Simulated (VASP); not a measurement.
EuS, 2 atoms in the cell. It takes space group Fm-3m (No. 225, cubic). The conventional cell has a = 5.931 Å, b = 5.931 Å, c = 5.931 Å, α = 90.00°, β = 90.00°, γ = 90.00°. Eu (site symmetry m-3m) has 6 S at 2.97 Å within 3.9 Å. Within 3.9 Å of S (site symmetry m-3m) lie 6 Eu at 2.97 Å. 

```yaml
Program: VASP 6.6.1
Task: single point
Functional: r2SCAN
Dispersion: D3(BJ)
Potentials_or_basis: VASP PAW PBE potentials, release 64 (Eu, S)
Cutoff: 800 eV
k_mesh: 8 × 8 × 8
Occupations: gaussian, width 0.05 eV
Spin: collinear spin
Starting_moments: "[7.57, -0.08] μB"
Hubbard_terms: Eu f U = 4.0 eV
Dipole_correction: no
Further_INCAR_settings: ALGO = Normal; EDIFF = 1e-06; NBANDS = 22
```

Potentials or basis: VASP PAW PBE potentials, release 64 (Eu, S).

Run with:

```sh
$ cat potpaw_PBE.64/Eu/POTCAR potpaw_PBE.64/S/POTCAR > POTCAR
$ cp INCAR.step1 INCAR
$ mpirun -np 1 vasp_std > vasp.out
$ cp INCAR.step2 INCAR
$ mpirun -np 1 vasp_std > vasp.out
```

Hardware: 1 thread of Oxide Virtual Turin-like Processor (shared host).

**Question.** How long does it take, and how much memory?

**Answer.** Wall time 12 min on 1 thread of Oxide Virtual Turin-like Processor, on a shared host, peak memory 0.37 GiB. Counts: k points 29.
